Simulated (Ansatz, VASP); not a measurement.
Be in VASP and in Ansatz

File POSCAR:

```
Be
1.0
    2.2995019849      0.0000000000      0.0000000000
   -1.1497509925      2.1407841701      0.0000000000
    0.0000000000      0.0000000000      3.6009000000
Be
2
Direct
    0.3333333333      0.6666666667      0.2500000000
    0.6666666667      0.3333333333      0.7500000000
```

File INCAR.step1:

```
PREC     = Accurate       # precision mode
ENCUT    = 520            # plane-wave cutoff, eV
ISMEAR   = 0              # smearing method
SIGMA    = 0.15           # smearing width, eV
LREAL    = F              # projectors in reciprocal space
LASPH    = T              # aspherical terms in the spheres
NELM     = 100            # most SCF steps
NBANDS   = 9              # bands
GGA      = PE             # functional
ALGO     = Normal         # electronic algorithm
EDIFF    = 1E-4           # SCF threshold, eV
LWAVE    = T              # write WAVECAR
LCHARG   = F              # write CHGCAR
```

Contents of INCAR.step2:

```
PREC     = Accurate       # precision mode
ENCUT    = 520            # plane-wave cutoff, eV
EDIFF    = 1E-7           # SCF threshold, eV
ISMEAR   = 0              # smearing method
SIGMA    = 0.15           # smearing width, eV
LREAL    = F              # projectors in reciprocal space
LASPH    = T              # aspherical terms in the spheres
NELM     = 100            # most SCF steps
ALGO     = Normal         # electronic algorithm
ISIF     = 2              # what is computed and relaxed
LWAVE    = F              # write WAVECAR
LCHARG   = T              # write CHGCAR
METAGGA  = R2SCAN         # meta-GGA
LMIXTAU  = T            
LELF     = T              # ELF
LVHAR    = T            
NBANDS   = 9              # bands
ISTART   = 1
```

File KPOINTS:

```
regular mesh
0
Gamma
  24 24 14
```

Input for Ansatz:

```yaml
crystal:
  lattice:
    - [2.2995019849, 0.0, 0.0]
    - [-1.1497509925, 2.1407841701, 0.0]
    - [0.0, 0.0, 3.6009]
  atoms:
    - { symbol: Be, position: [0.3333333333, 0.6666666667, 0.25] }
    - { symbol: Be, position: [0.6666666667, 0.3333333333, 0.75] }
basis:
  ecutwfc: 500
kpoints:
  mp_grid: { grid: [24, 24, 14] }
hamiltonian:
  xc: r2scan
scf:
  occupations: { method: gaussian, width: 0.15 }
output:
  forces: true
  stress: true
  eigenvalues: true
```

Change from the starting cell: strain +0.0750 x Voigt [0, 1, 0, 0, 0, 0], atoms carried along.

Alike in both runs: task single point; functional r2SCAN; k mesh 24 × 24 × 14; occupations gaussian, width 0.15 eV; no spin polarisation.

|  | VASP | Ansatz |
| --- | --- | --- |
| version | VASP 6.6.1 | Ansatz 0.2.0 |
| potentials or method | VASP PAW PBE potentials, release 64 (Be), cutoff 520 eV | scalar-relativistic, plane waves, PAW |
| valence electrons in the cell | 4 | 4 |

VASP gave:

| Quantity | Value |
| --- | --- |
| gap on the k mesh at the Fermi level (eV) | none |
| pressure (GPa) | -10.8 |
| traceless stress, the component that is largest in VASP (GPa) | -12.64 |
| rms of the force components (eV/Å) | 0.068 |

Task: Estimate Ansatz's values.

Result: gap on the k mesh at the Fermi level (eV): none; pressure (GPa): -10.9; traceless stress, the component that is largest in VASP (GPa): -12.58; rms of the force components (eV/Å): 0.066.

VASP's potentials were made for PBE, not for r2SCAN. Atom by atom the forces differ by 0.001 eV/Å (rms over components). A gap of «none» marks a metal or a gap that the smearing closes. With one functional, cell and mesh, what is left measures potentials, basis and numerics.
